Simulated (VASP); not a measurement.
Sr2Cd2SiGeS8:

```xyz
14
Lattice="10.2821 0.0000 0.0000 0.0000 5.0775 3.1850 0.0000 -5.0775 3.1850" Properties=species:S:1:pos:R:3 pbc="T T T"
Sr    0.0000    0.0000    0.0115
Sr    5.1410    0.0000    0.0115
Cd    7.7116   -1.6999    2.8118
Cd    2.5705    1.6999    2.8118
Si    7.7116    2.2106    3.1143
Ge    2.5705   -2.2106    3.1143
S     4.2985   -2.2795    4.3873
S     5.9836    2.2795    4.3873
S     0.8426   -2.2795    4.3873
S     9.4395    2.2795    4.3873
S     7.7116   -1.0189    5.1809
S     2.5705    1.0189    5.1809
S     7.7116    0.6740    1.6509
S     2.5705   -0.6740    1.6509
```

```yaml
Program: VASP 6.6.1
Task: relaxation of the atoms
Functional: PBE
Potentials_or_basis: VASP PAW PBE potentials, release 64 (Sr_sv, Cd, Si, Ge_d, S)
Cutoff: 520 eV
k_mesh: 3 × 5 × 5
Occupations: fermi-dirac, width 0.02 eV
Spin: no spin polarisation
```

At the start: pressure 3.7 GPa; volume 23.75 Å³/atom.

Q: How do energy, volume and symmetry change on relaxing?

A: Over 14 steps the energy falls by 17.6 meV/atom at a fixed cell; space group Pm (No. 6, to 0.1 Å) before and after.

Step by step:
| step | energy change (eV) | largest force (eV/Å) | pressure (GPa) |
| --- | --- | --- | --- |
| 1 | 0.0000 | 1.5700 | 3.72 |
| 2 | -0.2313 | 0.3070 | 2.43 |
| 3 | -0.2361 | 0.1920 | 2.24 |
| 4 | -0.2414 | 0.1323 | 2.21 |
| 5 | -0.2433 | 0.1458 | 2.20 |
| 6 | -0.2452 | 0.0677 | 2.19 |
| 7 | -0.2453 | 0.0729 | 2.18 |
| 8 | -0.2458 | 0.0347 | 2.19 |
| 9 | -0.2458 | 0.0291 | 2.19 |
| 10 | -0.2460 | 0.0208 | 2.19 |
| 11 | -0.2461 | 0.0260 | 2.20 |
| 12 | -0.2462 | 0.0217 | 2.19 |
| 13 | -0.2462 | 0.0227 | 2.19 |
| 14 | -0.2463 | 0.0172 | 2.18 |

Final structure:
```
Sr Cd Si Ge S
1.0
    10.28210    0.00000    0.00000
     0.00000    5.07755    3.18495
     0.00000   -5.07755    3.18495
Sr Cd Si Ge S
2 2 1 1 8
Direct
  0.99802 0.00296 0.00088
  0.50198 0.00296 0.00088
  0.75000 0.27503 0.60965
  0.25000 0.61175 0.27254
  0.75000 0.70785 0.27244
  0.25000 0.27062 0.70204
  0.42397 0.47096 0.92293
  0.58194 0.91376 0.46480
  0.07603 0.47096 0.92293
  0.91806 0.91376 0.46480
  0.75000 0.71407 0.91516
  0.25000 0.90058 0.71554
  0.75000 0.32754 0.19451
  0.25000 0.18154 0.30526
```
